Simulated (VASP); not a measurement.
# PbS (Pm-3m) in VASP: further runs

PbS is run at these levels: r2SCAN, PBE-based screened hybrid; tasks: single point.

Everything below comes from runs of VASP 6.6.1. Logs are shortened: lines on timing, memory, paths and dates and some standing lists are left out, and cuts for length are marked.

## (1) The cell of the first run

Symmetry: Pm-3m, No. 221, cubic system. The conventional cell has a = 3.702 Å, b = 3.702 Å, c = 3.702 Å, α = 90.00°, β = 90.00°, γ = 90.00°. Within 4.2 Å of Pb (site symmetry m-3m) lie 8 S at 3.21 Å and 6 Pb at 3.70 Å. S (site symmetry m-3m) has 8 Pb at 3.21 Å and 6 S at 3.70 Å within 4.2 Å.

## (2) Single point, r2SCAN

Input file POSCAR:

```
PbS
1.0
    3.7017389742      0.0000000000      0.0000000000
    0.0000000000      3.7017389742      0.0000000000
    0.0000000000      0.0000000000      3.7017389742
Pb S
1 1
Direct
    0.0000000000      0.0000000000      0.0000000000
    0.5000000000      0.5000000000      0.5000000000
```

Input file INCAR.step1:

```
  ALGO = Normal
  EDIFF = 1E-5
  ENCUT = 550
  GGA = PE
  GGA_COMPAT = F
  ISMEAR = -1
  LASPH = T
  LCHARG = F
  LREAL = F
  LWAVE = T
  NBANDS = 17
  NELM = 120
  PREC = Accurate
  SIGMA = 0.05
```

Input file INCAR.step2:

```
  ALGO = Normal
  EDIFF = 1E-6
  ENCUT = 550
  GGA_COMPAT = F
  ISIF = 2
  ISMEAR = -1
  ISTART = 1
  LASPH = T
  LCHARG = T
  LELF = T
  LMIXTAU = T
  LREAL = F
  LVHAR = T
  LWAVE = F
  METAGGA = R2SCAN
  NBANDS = 17
  NELM = 120
  PREC = Accurate
  SIGMA = 0.05
```

Input file KPOINTS:

```
k-points
0
Gamma
  7 7 7
```

Potentials or basis: VASP PAW PBE potentials, release 64 (Pb_d, S).

Run with:

```console
> cat potpaw_PBE.64/Pb_d/POTCAR potpaw_PBE.64/S/POTCAR > POTCAR
> cp INCAR.step1 INCAR
> mpirun -np 1 vasp_std > vasp.out
> cp INCAR.step2 INCAR
> mpirun -np 1 vasp_std > vasp.out
```

OUTCAR:

```text
EDIFF = 1E-6
   ENCUT = 550
   ISIF = 2
   ISMEAR = -1
   ISTART = 1
   LASPH = T
   LREAL = F
   METAGGA = R2SCAN
   NELM = 120
   PREC = Accurate

 ion  position               nearest neighbor table
   1  0.000  0.000  0.000-   2 3.21   2 3.21   2 3.21   2 3.21   2 3.21   2 3.21   2 3.21   2 3.21

   2  0.500  0.500  0.500-   1 3.21   1 3.21   1 3.21   1 3.21   1 3.21   1 3.21   1 3.21   1 3.21

  LATTYP: Found a simple cubic cell.
 ALAT       =     3.7017389742

  Lattice vectors:

 A1 = (   3.7017389742,   0.0000000000,   0.0000000000)
 A2 = (   0.0000000000,   3.7017389742,   0.0000000000)
 A3 = (   0.0000000000,   0.0000000000,   3.7017389742)

Analysis of symmetry for initial positions (statically):
=====================================================================
 Subroutine PRICEL returns:
 Original cell was already a primitive cell.

 Routine SETGRP: Setting up the symmetry group for a
 simple cubic supercell.

 Subroutine GETGRP returns: Found 48 space group operations
 (whereof 48 operations were pure point group operations)
 out of a pool of 48 trial point group operations.

The static configuration has the point symmetry O_h .

Analysis of symmetry for dynamics (positions and initial velocities):
=====================================================================
 Subroutine PRICEL returns:
 Original cell was already a primitive cell.

 Routine SETGRP: Setting up the symmetry group for a
 simple cubic supercell.

 Subroutine GETGRP returns: Found 48 space group operations
 (whereof 48 operations were pure point group operations)
 out of a pool of 48 trial point group operations.

The dynamic configuration has the point symmetry O_h .

 Subroutine INISYM returns: Found 48 space group operations
 (whereof 48 operations are pure point group operations),
 and found     1 'primitive' translations

----------------------------------------------------------------------------------------

                                     Primitive cell

  volume of cell :      50.7245

  direct lattice vectors                    reciprocal lattice vectors
     3.701738974  0.000000000  0.000000000     0.270143305  0.000000000  0.000000000
     0.000000000  3.701738974  0.000000000     0.000000000  0.270143305  0.000000000
[... 74 lines left out ...]
   ISPIN  =      1    spin polarized calculation?
   LNONCOLLINEAR =      F non collinear calculations
   LSORBIT =      F    spin-orbit coupling
   LASPH  =      T    aspherical Exc in radial PAW
   ENCUT  =  550.0 eV  40.42 Ry    6.36 a.u.   7.08  7.08  7.08*2*pi/ulx,y,z
   NELM   =    120;   NELMIN=  2; NELMDL=  0     # of ELM steps
   EDIFF  = 0.1E-05   stopping-criterion for ELM
   LREAL  =      F    real-space projection
   EDIFFG = 0.1E-04   stopping-criterion for IOM
   NSW    =      0    number of steps for IOM
   IBRION =     -1    ionic relax: 0-MD 1-quasi-New 2-CG
   NFREE  =      0    steps in history (QN), initial steepest desc. (CG)
   ISIF   =      2    stress and relaxation
   ISYM   =      2    0-nonsym 1-usesym 2-fastsym
   POTIM  = 0.5000    time-step for ionic-motion
   TEBEG  =    0.0;   TEEND  =   0.0 temperature during run
   PSTRESS=    0.0 pullay stress
   NELECT =      20.0000    total number of electrons
   NUPDOWN=      -1.0000    fix difference up-down
   EMIN   =  10.00;   EMAX   =-10.00  energy-range for DOS
   EFERMI =   0.00;   METHOD = LEGACY
   ISMEAR =    -1;   SIGMA  =   0.05  broadening in eV -4-tet -1-fermi 0-gaus
   EFERMI_NEDOS =   21; number of points for ismear=-14 and -15
   IALGO  =     38    algorithm
   IMIX   =      4    mixing-type and parameters
     AMIX     =   0.40;   BMIX     =  1.00
     AMIX_MAG =   1.60;   BMIX_MAG =  1.00
  volume/ion in A,a.u.               =      25.36       171.15
  Fermi-wavevector in a.u.,A,eV,Ry     =   1.200455  2.268530 19.607234  1.441091
  Thomas-Fermi vector in A             =   2.336290
   LORBIT       =      0    0 simple, 1 ext, 2 COOP (PROOUT), +10 PAW based schemes
   METAGGA = R2SCAN    functional components
   LHFCALC =     F    Hartree Fock is set to
   AEXX    =    0.0000 exact exchange contribution
   IVDW    =     0    specifies the selected vdW correction
   LEPSILON=     F    determine dielectric tensor
   LRPA    =     F    only Hartree local field effects (RPA)
 non-spin polarized calculation
  energy-cutoff  :      550.00
  volume of cell :       50.72
 maximum number of plane-waves:      1503
   NGX = 15   NGY = 15   NGZ = 15

 number of electron      20.0000004 magnetization

 Free energy of the ion-electron system (eV)
  ---------------------------------------------------
  ext. energy  EPLUGINS =         0.00000000
  ---------------------------------------------------
  free energy    TOTEN  =       -65.05747690 eV

  energy without entropy =      -65.05657124  energy(sigma->0) =      -65.05702407

 E-fermi :   5.5928     XC(G=0): -10.4997

 val. band max:        5.3685431910   @ k =   0.1429   0.1429   0.1429
 cond. band min:       5.7944875348   @ k =   0.4286   0.4286   0.4286
 fundamental gap:      0.4259443438
 Fermi energy:         5.5928084676

 k-point     1 :       0.0000    0.0000    0.0000
  band No.  band energies     occupation
      1     -12.0632      2.00000
      2     -12.0632      2.00000
      3     -11.8729      2.00000
      4     -11.8729      2.00000
      5     -11.8729      2.00000
      6      -7.8463      2.00000
[... 377 lines left out ...]
      4     -11.8462      2.00000
      5     -11.8462      2.00000
      6      -5.7551      2.00000
[... 9 lines left out ...]
     16      19.0709      0.00000
     17      22.5383      0.00000

------------------------ aborting loop because EDIFF is reached ----------------------------------------

  FORCE on cell =-STRESS in cart. coord.  units (eV):
  Direction    XX          YY          ZZ          XY          YZ          ZX
  --------------------------------------------------------------------------------------
  -------------------------------------------------------------------------------------
  Total       -0.9163915     -0.9163915     -0.9163915      0.0000000      0.0000000     -0.0000000
  in kB      -28.9450462    -28.9450462    -28.9450462      0.0000000      0.0000000     -0.0000000
  external PRESSURE =     -28.9450462 kB  Pullay stress =       0.0000000 kB

 VOLUME and BASIS-vectors are now :
 -----------------------------------------------------------------------------
  energy-cutoff  :      550.00
  volume of cell :       50.72
      direct lattice vectors                 reciprocal lattice vectors
     3.701738974  0.000000000  0.000000000     0.270143305  0.000000000  0.000000000
     0.000000000  3.701738974  0.000000000     0.000000000  0.270143305  0.000000000
     0.000000000  0.000000000  3.701738974     0.000000000  0.000000000  0.270143305

 POSITION                                       TOTAL-FORCE (eV/Angst)
 -----------------------------------------------------------------------------------
      0.00000      0.00000      0.00000         0.000000      0.000000      0.000000
      1.85087      1.85087      1.85087         0.000000      0.000000      0.000000
 -----------------------------------------------------------------------------------
    total drift:                               -0.000000      0.000000      0.000000

  FREE ENERGIE OF THE ION-ELECTRON SYSTEM (eV)
  ---------------------------------------------------
  free  energy   TOTEN  =       -65.0574768963 eV

  energy  without entropy=      -65.0565712395  energy(sigma->0) =      -65.05702407
```

OUTCAR.step1:

```text
EDIFF = 1E-5
   ENCUT = 550
   GGA = PE
   ISMEAR = -1
   LASPH = T
   LREAL = F
[... 612 lines left out ...]
 -----------------------------------------------------------------------------------
      0.00000      0.00000      0.00000         0.000000      0.000000      0.000000
      1.85087      1.85087      1.85087         0.000000      0.000000      0.000000
 -----------------------------------------------------------------------------------
    total drift:                               -0.000000      0.000000      0.000000

  FREE ENERGIE OF THE ION-ELECTRON SYSTEM (eV)
  ---------------------------------------------------
  free  energy   TOTEN  =        -8.2435213396 eV

  energy  without entropy=       -8.2388628624  energy(sigma->0) =       -8.24119210
```

OSZICAR.step1:

```text
N       E                     dE             d eps       ncg     rms          rms(c)
DAV:   1     0.158545147434E+03    0.15855E+03   -0.10024E+04   680   0.128E+03
DAV:   2     0.396551432200E+01   -0.15458E+03   -0.14809E+03   706   0.322E+02
DAV:   3    -0.865258984002E+01   -0.12618E+02   -0.12428E+02   929   0.945E+01
DAV:   4    -0.895201700319E+01   -0.29943E+00   -0.29922E+00   831   0.158E+01
DAV:   5    -0.896332713756E+01   -0.11310E-01   -0.11310E-01  1062   0.302E+00    0.416E+00
DAV:   6    -0.825368231030E+01    0.70964E+00   -0.19223E+00  1042   0.904E+00    0.299E+00
DAV:   7    -0.824737276622E+01    0.63095E-02   -0.16387E-01   783   0.198E+00    0.182E+00
DAV:   8    -0.824562124232E+01    0.17515E-02   -0.32055E-02   799   0.152E+00    0.419E-01
DAV:   9    -0.824350318777E+01    0.21181E-02   -0.12844E-02  1011   0.702E-01    0.141E-01
DAV:  10    -0.824363676495E+01   -0.13358E-03   -0.17099E-03   959   0.247E-01    0.150E-01
DAV:  11    -0.824352209715E+01    0.11467E-03   -0.54349E-04   924   0.134E-01    0.170E-02
DAV:  12    -0.824352133961E+01    0.75754E-06   -0.35663E-05   769   0.417E-02
   1 F= -.82435213E+01 E0= -.82411921E+01  d E =-.465848E-02
```

Run time: 49 s. Hardware: 1 thread of Intel Xeon 6975P-C, shared host; peak memory 0.17 GiB.

Results:

```
Free energy            : -65.0575 eV
Pressure               : -2.9 GPa
Band gap on the k mesh : 0.43 eV, indirect (least direct gap 1.62 eV)
```

Caveat: the PAW data sets were made with another functional, which shifts forces and pressure a little; spin-orbit coupling is left out, which moves the levels of the heavy elements.

## (3) Single point, r2SCAN

This run uses another cell than the first one, of 25.85 Å³/atom, 1.019 times its volume.

Input file POSCAR:

```
PbS
1.0
    3.7253175652      0.0000000000      0.0000000000
    0.0000000000      3.7253175652      0.0000000000
    0.0000000000      0.0000000000      3.7253175652
Pb S
1 1
Direct
    0.0000000000      0.0000000000      0.0000000000
    0.5000000000      0.5000000000      0.5000000000
```

Input file INCAR.step1:

```
PREC = Accurate
ENCUT = 550
ISMEAR = -1
SIGMA = 0.05
LREAL = F
LASPH = T
NELM = 120
NBANDS = 17
GGA = PE
ALGO = Normal
EDIFF = 1E-5
LWAVE = T
LCHARG = F
GGA_COMPAT = F
```

Input file INCAR.step2:

```
PREC = Accurate
ENCUT = 550
EDIFF = 1E-6
ISMEAR = -1
SIGMA = 0.05
LREAL = F
LASPH = T
NELM = 120
ALGO = Normal
ISIF = 2
LWAVE = F
LCHARG = T
METAGGA = R2SCAN
LMIXTAU = T
LELF = T
LVHAR = T
NBANDS = 17
ISTART = 1
GGA_COMPAT = F
```

Input file KPOINTS:

```
regular mesh
0
Gamma
  7 7 7
```

Potentials or basis: VASP PAW PBE potentials, release 64 (Pb_d, S).

Run with:

```console
> cat potpaw_PBE.64/Pb_d/POTCAR potpaw_PBE.64/S/POTCAR > POTCAR
> cp INCAR.step1 INCAR
> mpirun -np 1 vasp_std > vasp.out
> cp INCAR.step2 INCAR
> mpirun -np 1 vasp_std > vasp.out
```

Wall time 39 s (1 thread of Intel Xeon 6975P-C, shared host); peak memory 0.17 GiB.

Results (log left out):

| Property | Result |
| --- | --- |
| Free energy | -65.0374 eV |
| Pressure | -3.8 GPa |
| Band gap on the k mesh | 0.47 eV, indirect (least direct gap 1.57 eV) |

Levels at points of the mesh, in eV from the valence-band top:
```csv
k point,band 6,band 7,band 8,band 9,band 10,band 11,band 12,band 13,band 14,band 15
"(0.00, 0.00, 0.00)",-13.08,-6.86,-1.33,-1.33,-1.33,6.24,6.24,6.65,6.65,6.65
```

Caveat: the PAW data sets were made with another functional, which shifts forces and pressure a little; spin-orbit coupling is left out, which moves the levels of the heavy elements.

## (4) Single point, PBE-based screened hybrid

This run uses another cell than the first one, of 24.39 Å³/atom, 0.962 times its volume.

Input file POSCAR:

```
PbS
1.0
    3.6536590000      0.0000000000      0.0000000000
    0.0000000000      3.6536590000      0.0000000000
    0.0000000000      0.0000000000      3.6536590000
Pb S
1 1
Direct
    0.0000000000      0.0000000000      0.0000000000
    0.5000000000      0.5000000000      0.5000000000
```

Input file INCAR.step1:

```
SYSTEM = PbS
PREC = Accurate ; ENCUT = 520
EDIFF = 1E-5 ; ISMEAR = -1
SIGMA = 0.05 ; LREAL = .FALSE.
LASPH = .TRUE. ; NELM = 100
ALGO = Normal ; ISIF = 2
LWAVE = .TRUE. ; NBANDS = 17
GGA = PE
```

Input file INCAR.step2:

```
SYSTEM = PbS
PREC = Accurate ; ENCUT = 520
EDIFF = 1E-6 ; ISMEAR = -1
SIGMA = 0.05 ; LREAL = .FALSE.
LASPH = .TRUE. ; NELM = 100
ALGO = Normal ; ISIF = 2
LWAVE = .FALSE. ; LCHARG = .TRUE.
GGA = PE ; LHFCALC = .TRUE.
AEXX = 0.15 ; HFSCREEN = 0.2
PRECFOCK = Normal ; LELF = .TRUE.
LVHAR = .TRUE. ; NBANDS = 17
ISTART = 1
```

Input file KPOINTS:

```
regular mesh
0
G
  4 4 4
  0 0 0
```

Run with:

```console
> cat potpaw_PBE.64/Pb_d/POTCAR potpaw_PBE.64/S/POTCAR > POTCAR
> cp INCAR.step1 INCAR
> mpirun -np 1 vasp_std > vasp.out
> cp INCAR.step2 INCAR
> mpirun -np 1 vasp_std > vasp.out
```

It took 8.3 min on 1 thread of AMD EPYC 7R13, shared host; peak memory 0.28 GiB.

Results (log left out):

```yaml
Free_energy: -9.1411 eV
Pressure: -1.8 GPa
Band_gap_on_the_k_mesh: zero (band 10 reaches 5.85 eV, above the bottom of band 11 at 5.62 eV)
```

Levels at points of the mesh, in eV from the Fermi level:
```csv
k point,band 8,band 9,band 10,band 11,band 12,band 13
"(0.00, 0.00, 0.00)",-1.60,-1.60,-1.60,6.06,6.06,7.27
"(0.50, 0.00, 0.00)",-0.42,-0.42,0.10,0.76,4.51,4.51
"(0.50, 0.50, 0.00)",-4.60,-4.60,-0.20,4.84,4.84,6.61
"(0.50, 0.50, 0.50)",-2.44,-2.44,-2.44,-0.13,-0.13,-0.13
```

Caveat: the k points lie up to 0.43 Å⁻¹ apart; the PAW data sets were made with another functional, which shifts forces and pressure a little; spin-orbit coupling is left out, which moves the levels of the heavy elements.

(Part 1 of 2 ends here.)
